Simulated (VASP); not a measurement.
Here is a VASP 6.6.1 calculation.

File POSCAR:

```
SnSe
1.0
    0.0000000000      3.3639844462      3.3639844462
    3.3639844462      0.0000000000      3.3639844462
    3.3639844462      3.3639844462      0.0000000000
Sn Se
1 1
Direct
    0.0000000000      0.0000000000      0.0000000000
    0.2500000000      0.2500000000      0.2500000000
```

The input INCAR.step1:

```
  PREC = Accurate
  ENCUT = 520
  EDIFF = 1E-5
  ISMEAR = 0
  SIGMA = 0.01
  LREAL = False
  LASPH = True
  NELM = 60
  ALGO = Normal
  ISIF = 2
  LWAVE = True
  LCHARG = False
  GGA = PE
  NBANDS = 17
```

Contents of INCAR.step2:

```
  PREC = Accurate
  ENCUT = 520
  EDIFF = 1E-6
  ISMEAR = 0
  SIGMA = 0.01
  LREAL = False
  LASPH = True
  NELM = 60
  ALGO = Normal
  ISIF = 2
  LWAVE = False
  LCHARG = False
  GGA = PE
  LHFCALC = True
  AEXX = 0.25
  PRECFOCK = Normal
  ISTART = 1
  NBANDS = 17
```

Contents of KPOINTS:

```
regular mesh
0
Gamma
  4 4 4
```

Potentials or basis: VASP PAW PBE potentials, release 64 (Sn_d, Se).

Run with:

```console
$ cat potpaw_PBE.64/Sn_d/POTCAR potpaw_PBE.64/Se/POTCAR > POTCAR
$ cp INCAR.step1 INCAR
$ mpirun -np 1 vasp_std > vasp.out
$ cp INCAR.step2 INCAR
$ mpirun -np 1 vasp_std > vasp.out
```

**Question.** What does it give for the pressure?

**Answer.** 0.0 GPa.

**Question.** Estimate the band gap on the k mesh.

**Answer.** 0.95 eV (least direct gap 1.71 eV).

Caveat: the PAW data sets were made with another functional, which shifts forces and pressure a little; spin-orbit coupling is left out, which moves the levels of the heavy elements. A k mesh can miss the band edges.
